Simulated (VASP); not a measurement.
Wanted: the native input for a VASP 6.6.1 run.

```yaml
Task: single point
Functional: PBE
Dispersion: D3(BJ)
Potentials_or_basis: VASP PAW PBE potentials, release 64 (Ti_sv)
Cutoff: 520 eV
k_mesh: 10 × 10 × 6
Occupations: fermi-dirac, width 0.05 eV
Spin: no spin polarisation
Dipole_correction: no
Further_INCAR_settings: ALGO = Fast; EDIFF = 1e-06; NBANDS = 19
```

The structure of Ti lies in POSCAR:

```
Ti
1.0
    2.8903584094      0.0000000000      0.0000000000
   -1.4451792047      2.5031238086      0.0000000000
    0.0000000000      0.0000000000      4.5625899927
Ti
2
Direct
    0.6666666667      0.3333333333      0.7500000000
    0.3333333333      0.6666666667      0.2500000000
```

The input as run:

INCAR

```
PREC = Accurate ; ENCUT = 520
EDIFF = 1E-6 ; ISMEAR = -1
SIGMA = 0.05 ; LREAL = F
LASPH = T ; NELM = 100
ALGO = Fast ; ISIF = 2
LWAVE = F ; LCHARG = T
GGA = PE ; IVDW = 12
LELF = T ; LVHAR = T
NBANDS = 19
```

KPOINTS

```
Automatic mesh
0
Gamma
  10 10 6
```

Potentials or basis: VASP PAW PBE potentials, release 64 (Ti_sv).

Launch:

```bash
$ cat potpaw_PBE.64/Ti_sv/POTCAR > POTCAR
$ mpirun -np 1 vasp_std > vasp.out
```

It gave:

* Pressure: -0.6 GPa
* Band gap on the k mesh: zero (band 12 reaches 9.69 eV, above the bottom of band 13 at 8.68 eV)
* Dispersion energy per atom: -0.635 eV

Caveat: pairwise dispersion overbinds metals, which lowers pressure and volume.

It took 39 s on 1 thread of Intel(R) Xeon(R) 6975P-C (Granite Rapids) (shared host), peak memory 0.17 GiB.
